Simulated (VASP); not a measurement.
# Ir (P6/mmm) in VASP: further runs, part 2 of 3

VASP 6.6.1. Earlier steps stand in the parts before.

**3. Single point, RPBE (15.77 Å³/atom)**

This run uses another cell than the first one, of 15.77 Å³/atom.

INCAR

```
PREC = Accurate
ENCUT = 520
EDIFF = 1E-6
ISMEAR = -1
SIGMA = 0.1
LREAL = F
LASPH = T
NELM = 80
ALGO = Normal
ISIF = 2
LWAVE = F
LCHARG = F
GGA = RP
NBANDS = 20
```

KPOINTS

```
Automatic mesh
0
Gamma
  11 11 15
```

POSCAR

```
Ir
1.0
    4.4548872438      0.0000000000      0.0000000000
   -2.2274436219      3.8580455241      0.0000000000
    0.0000000000      0.0000000000      2.7526883880
Ir
3
Direct
    0.0000000000      0.0000000000      0.0000000000
    0.3333333333      0.6666666667      0.5000000000
    0.6666666667      0.3333333333      0.5000000000
```

Potentials or basis: VASP PAW PBE potentials, release 64 (Ir).

The run is started by

```bash
> cat potpaw_PBE.64/Ir/POTCAR > POTCAR
> mpirun -np 1 vasp_std > vasp.out
```

OUTCAR:

```text
PREC = Accurate
   ENCUT = 520
   EDIFF = 1E-6
   ISMEAR = -1
   LREAL = F
   LASPH = T
   NELM = 80
   ISIF = 2
   GGA = RP

 ion  position               nearest neighbor table
   1  0.000  0.000  0.000-   2 2.92   3 2.92   2 2.92   3 2.92   2 2.92   2 2.92   3 2.92   3 2.92
                             3 2.92   3 2.92   2 2.92   2 2.92
   2  0.333  0.667  0.500-   3 2.57   3 2.57   3 2.57   1 2.92   1 2.92   1 2.92   1 2.92   1 2.92
                             1 2.92
   3  0.667  0.333  0.500-   2 2.57   2 2.57   2 2.57   1 2.92   1 2.92   1 2.92   1 2.92   1 2.92
                             1 2.92

  LATTYP: Found a hexagonal cell.
 ALAT       =     4.4548872438
 C/A-ratio  =     0.6179030439

  Lattice vectors:

 A1 = (   4.4548872438,   0.0000000000,   0.0000000000)
 A2 = (  -2.2274436219,   3.8580455241,   0.0000000000)
 A3 = (   0.0000000000,   0.0000000000,   2.7526883880)

Analysis of symmetry for initial positions (statically):
=====================================================================
 Subroutine PRICEL returns:
 Original cell was already a primitive cell.

 Routine SETGRP: Setting up the symmetry group for a
 hexagonal supercell.

 Subroutine GETGRP returns: Found 24 space group operations
 (whereof 24 operations were pure point group operations)
 out of a pool of 24 trial point group operations.

The static configuration has the point symmetry D_6h.

Analysis of symmetry for dynamics (positions and initial velocities):
=====================================================================
 Subroutine PRICEL returns:
 Original cell was already a primitive cell.

 Routine SETGRP: Setting up the symmetry group for a
 hexagonal supercell.

 Subroutine GETGRP returns: Found 24 space group operations
 (whereof 24 operations were pure point group operations)
 out of a pool of 24 trial point group operations.

The dynamic configuration has the point symmetry D_6h.

 Subroutine INISYM returns: Found 24 space group operations
 (whereof 24 operations are pure point group operations),
 and found     1 'primitive' translations

----------------------------------------------------------------------------------------

                                     Primitive cell

  volume of cell :      47.3109

  direct lattice vectors                    reciprocal lattice vectors
     4.454887244  0.000000000  0.000000000     0.224472573  0.129599300  0.000000000
    -2.227443622  3.858045524  0.000000000     0.000000000  0.259198600  0.000000000
     0.000000000  0.000000000  2.752688388     0.000000000  0.000000000  0.363281221

  length of vectors
     4.454887244  4.454887244  2.752688388     0.259198600  0.259198600  0.363281221

  position of ions in fractional coordinates (direct lattice)
     0.000000000  0.000000000  0.000000000
     0.333333333  0.666666667  0.500000000
     0.666666667  0.333333333  0.500000000

  ion indices of the primitive-cell ions
   primitive index   ion index
                 1           1
                 2           2
                 3           3

----------------------------------------------------------------------------------------

 KPOINTS: Automatic mesh

Automatic generation of k-mesh.
 Grid dimensions read from file:
 generate k-points for:   11   11   15

 Generating k-lattice:

  Cartesian coordinates                     Fractional coordinates (reciprocal lattice)
     0.020406598  0.011781755  0.000000000     0.090909091  0.000000000  0.000000000
     0.000000000  0.023563509  0.000000000     0.000000000  0.090909091  0.000000000
     0.000000000  0.000000000  0.024218748     0.000000000  0.000000000  0.066666667

  Length of vectors
     0.023563509  0.023563509  0.024218748

  Shift w.r.t. Gamma in fractional coordinates (k-lattice)
     0.000000000  0.000000000  0.000000000

 Subroutine IBZKPT returns following result:
 ===========================================

 Found    128 irreducible k-points:

 Following reciprocal coordinates:
            Coordinates               Weight
  0.000000  0.000000  0.000000      1.000000
  0.090909  0.000000  0.000000      6.000000
  0.181818  0.000000  0.000000      6.000000
  0.272727  0.000000  0.000000      6.000000
  0.363636  0.000000  0.000000      6.000000
  0.454545 -0.000000  0.000000      6.000000
[... 16 lines left out ...]
  0.090909  0.090909  0.066667     12.000000
  0.181818  0.090909  0.066667     24.000000
 [... further k-points ...]
   k-points           NKPTS =    128   k-points in BZ     NKDIM =    128   number of bands    NBANDS=     20
   number of dos      NEDOS =    301   number of ions     NIONS =      3
   total plane-waves  NPLWV =  25920
   dimension x,y,z NGX =    36 NGY =   36 NGZ =   20
   dimension x,y,z NGXF=    72 NGYF=   72 NGZF=   40
   ions per type =               3
   NGX,Y,Z   is equivalent  to a cutoff of  13.43, 13.43, 12.08 a.u.
   NGXF,Y,Z  is equivalent  to a cutoff of  26.87, 26.87, 24.16 a.u.
 SYSTEM =  unknown system
   PREC   = accura    normal or accurate (medium, high low for compatibility)
   ISTART =      0    job   : 0-new  1-cont  2-samecut
   ICHARG =      2    charge: 1-file 2-atom 10-const
   ISPIN  =      1    spin polarized calculation?
   LNONCOLLINEAR =      F non collinear calculations
   LSORBIT =      F    spin-orbit coupling
   LASPH  =      T    aspherical Exc in radial PAW
   ENCUT  =  520.0 eV  38.22 Ry    6.18 a.u.   8.28  8.28  5.12*2*pi/ulx,y,z
   NELM   =     80;   NELMIN=  2; NELMDL= -5     # of ELM steps
   EDIFF  = 0.1E-05   stopping-criterion for ELM
   LREAL  =      F    real-space projection
   EDIFFG = 0.1E-04   stopping-criterion for IOM
   NSW    =      0    number of steps for IOM
   IBRION =     -1    ionic relax: 0-MD 1-quasi-New 2-CG
   NFREE  =      0    steps in history (QN), initial steepest desc. (CG)
   ISIF   =      2    stress and relaxation
   ISYM   =      2    0-nonsym 1-usesym 2-fastsym
   POTIM  = 0.5000    time-step for ionic-motion
   TEBEG  =    0.0;   TEEND  =   0.0 temperature during run
   PSTRESS=    0.0 pullay stress
   NELECT =      27.0000    total number of electrons
   NUPDOWN=      -1.0000    fix difference up-down
   EMIN   =  10.00;   EMAX   =-10.00  energy-range for DOS
   EFERMI =   0.00;   METHOD = LEGACY
   ISMEAR =    -1;   SIGMA  =   0.10  broadening in eV -4-tet -1-fermi 0-gaus
   EFERMI_NEDOS =   21; number of points for ismear=-14 and -15
   IALGO  =     38    algorithm
   IMIX   =      4    mixing-type and parameters
     AMIX     =   0.40;   BMIX     =  1.00
     AMIX_MAG =   1.60;   BMIX_MAG =  1.00
  volume/ion in A,a.u.               =      15.77       106.42
  Fermi-wavevector in a.u.,A,eV,Ry     =   1.357925  2.566106 25.088595  1.843960
  Thomas-Fermi vector in A             =   2.484802
   LORBIT       =      0    0 simple, 1 ext, 2 COOP (PROOUT), +10 PAW based schemes
   GGA     = RP    functional components
   LHFCALC =     F    Hartree Fock is set to
   AEXX    =    0.0000 exact exchange contribution
   IVDW    =     0    specifies the selected vdW correction
   LEPSILON=     F    determine dielectric tensor
   LRPA    =     F    only Hartree local field effects (RPA)
 non-spin polarized calculation
  energy-cutoff  :      520.00
  volume of cell :       47.31
 maximum number of plane-waves:      1295
 NGX is ok and might be reduce to    36
   NGX = 17   NGY = 17   NGZ = 11

 number of electron      26.9999999 magnetization

 Free energy of the ion-electron system (eV)
  ---------------------------------------------------
  ext. energy  EPLUGINS =         0.00000000
  ---------------------------------------------------
  free energy    TOTEN  =       -23.62626521 eV

  energy without entropy =      -23.45674314  energy(sigma->0) =      -23.54150417

 E-fermi :   8.6937     XC(G=0): -13.2817

 val. band max:        8.6891620485   @ k =   0.3636   0.0000   0.2667
 cond. band min:       8.6952618309   @ k =   0.3636   0.0000   0.0667
 fundamental gap:      0.0060997823
 Fermi energy:         8.6936960811

 k-point     1 :       0.0000    0.0000    0.0000
  band No.  band energies     occupation
      1      -1.2628      2.00000
      2       2.3895      2.00000
      3       4.4212      2.00000
      4       4.6469      2.00000
      5       4.6469      2.00000
      6       4.6710      2.00000
[... 12 lines left out ...]
     19      16.6369      0.00000
[... 513 lines left out ...]
      4       3.4186      2.00000
      5       4.2997      2.00000
      6       4.9247      2.00000
[... 12 lines left out ...]
     19      15.7096      0.00000
     20      17.1488      0.00000

 [... further k-points ...]

------------------------ aborting loop because EDIFF is reached ----------------------------------------

  FORCE on cell =-STRESS in cart. coord.  units (eV):
  Direction    XX          YY          ZZ          XY          YZ          ZX
  --------------------------------------------------------------------------------------
  -------------------------------------------------------------------------------------
  Total       -3.2002448     -3.2002448     -3.0051660      0.0000000      0.0000000      0.0000000
  in kB     -108.3758866   -108.3758866   -101.7695693      0.0000000      0.0000000      0.0000000
  external PRESSURE =    -106.1737808 kB  Pullay stress =       0.0000000 kB

 VOLUME and BASIS-vectors are now :
 -----------------------------------------------------------------------------
  energy-cutoff  :      520.00
  volume of cell :       47.31
      direct lattice vectors                 reciprocal lattice vectors
     4.454887244  0.000000000  0.000000000     0.224472573  0.129599300  0.000000000
    -2.227443622  3.858045524  0.000000000     0.000000000  0.259198600  0.000000000
     0.000000000  0.000000000  2.752688388     0.000000000  0.000000000  0.363281221

 POSITION                                       TOTAL-FORCE (eV/Angst)
 -----------------------------------------------------------------------------------
      0.00000      0.00000      0.00000        -0.000000      0.000000     -0.000000
     -0.00000      2.57203      1.37634         0.000000     -0.000000      0.000000
      2.22744      1.28602      1.37634        -0.000000      0.000000     -0.000000
 -----------------------------------------------------------------------------------
    total drift:                                0.000000      0.000000     -0.000000

  FREE ENERGIE OF THE ION-ELECTRON SYSTEM (eV)
  ---------------------------------------------------
  free  energy   TOTEN  =       -23.6262652072 eV

  energy  without entropy=      -23.4567431371  energy(sigma->0) =      -23.54150417
```

stdout:

```text
POSCAR found type information on POSCAR Ir
 POSCAR found :  1 types and       3 ions
 scaLAPACK will be used
 -----------------------------------------------------------------------------
|                                                                             |
|                                                                             |
|     You enforced a specific xc type in the INCAR file but a different       |
|     I HOPE YOU KNOW WHAT YOU ARE DOING!                                     |
|                                                                             |
 -----------------------------------------------------------------------------

 LDA part: xc-table for (Slater+PW92), standard interpolation
 POSCAR, INCAR and KPOINTS ok, starting setup
 FFT: planning ... GRIDC
 FFT: planning ... GRID_SOFT
 FFT: planning ... GRID
 WAVECAR not read
 entering main loop
```

Run time: 73 s. Hardware: 1 thread of Intel Xeon Platinum 8259CL at 2.50GHz (Skylake/Cascade Lake), shared host; peak memory 0.24 GiB.

What came out:

| Item | Value |
| --- | --- |
| Free energy | -23.6263 eV |
| Pressure | -10.6 GPa |
| Band gap on the k mesh | zero (an odd number of electrons rules out a gap without spin polarisation) |

Levels at points of the mesh, in eV from the Fermi level:
| k point | band 10 | band 11 | band 12 | band 13 | band 14 | band 15 | band 16 | band 17 | band 18 | band 19 |
| --- | --- | --- | --- | --- | --- | --- | --- | --- | --- | --- |
| (0.00, 0.00, 0.00) | -2.68 | -1.82 | -1.82 | -1.76 | -1.76 | 1.01 | 1.01 | 5.63 | 6.88 | 7.94 |

Caveat: the cell stands under tension; the PAW data sets were made with another functional, which shifts forces and pressure a little; spin-orbit coupling is left out, which moves the levels of the heavy elements.

[end of part 2 of 3]
